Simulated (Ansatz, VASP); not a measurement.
**InGa3P4: VASP beside Ansatz**

```
Ga P In
1.0
     5.56647    0.00000    0.00000
     0.00000    5.56647    0.00000
     0.00000    0.00000    5.56647
Ga P In
3 4 1
Direct
  0.50000 0.00000 0.00000
  0.00000 0.50000 0.00000
  0.00000 0.00000 0.50000
  0.76022 0.23978 0.23978
  0.23978 0.76022 0.23978
  0.23978 0.23978 0.76022
  0.76022 0.76022 0.76022
  0.50000 0.50000 0.50000
```

Alike in both runs: task single point; functional r2SCAN; k mesh 4 × 4 × 4; no spin polarisation.

```csv
,VASP,Ansatz
version,VASP 6.6.1,Ansatz 0.2.0
potentials or method,"VASP PAW PBE potentials, release 64 (Ga_d, P, In_d)","plane waves, PAW"
plane-wave cutoff (eV),520,500
occupations,"gaussian, width 0.01 eV",fixed
valence electrons in the cell,72,72
```

```tsv
	VASP	Ansatz	Ansatz less VASP
gap on the k mesh at the Fermi level (eV)	1.59	1.60	+0.007
pressure (GPa)	-0.1	0.0	+0.11
rms of the force components (eV/Å)	0.004	0.000	-0.0040
```

VASP's potentials were made for PBE, not for r2SCAN.
